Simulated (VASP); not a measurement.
Crystal: CdIn2O4.

```
Cd In O
1.0
     0.00000    4.60293    4.60293
     4.60293    0.00000    4.60293
     4.60293    4.60293    0.00000
Cd In O
2 4 8
Direct
  0.00000 0.00000 0.00000
  0.25000 0.25000 0.25000
  0.62500 0.62500 0.62500
  0.12500 0.62500 0.62500
  0.62500 0.62500 0.12500
  0.62500 0.12500 0.62500
  0.86209 0.86209 0.86209
  0.83626 0.38791 0.38791
  0.86209 0.86209 0.41374
  0.38791 0.83626 0.38791
  0.41374 0.86209 0.86209
  0.38791 0.38791 0.38791
  0.86209 0.41374 0.86209
  0.38791 0.38791 0.83626
```

Program: VASP 6.6.1. Alike in all runs: task band structure; no spin polarisation; cell as given; k mesh 6 × 6 × 6; cutoff (eV) 520; smearing gaussian 0.03 eV.

Task: Order these runs on this cell by their band gap on the k mesh, lowest first.
A. level r2SCAN; potentials or basis VASP PAW PBE potentials, release 64 (Cd, In_d, O)
B. level TB-mBJ; potentials or basis VASP PAW PBE potentials, release 64 (Cd, In_d, O)
C. level LDA; potentials or basis VASP PAW LDA potentials, release 64 (Cd, In_d, O)

Result: C (0.94 eV), A (1.56 eV), B (3.07 eV).

Caveats: spin-orbit coupling is left out, which moves the levels of the heavy elements; the cell stands under tension (at least some runs).

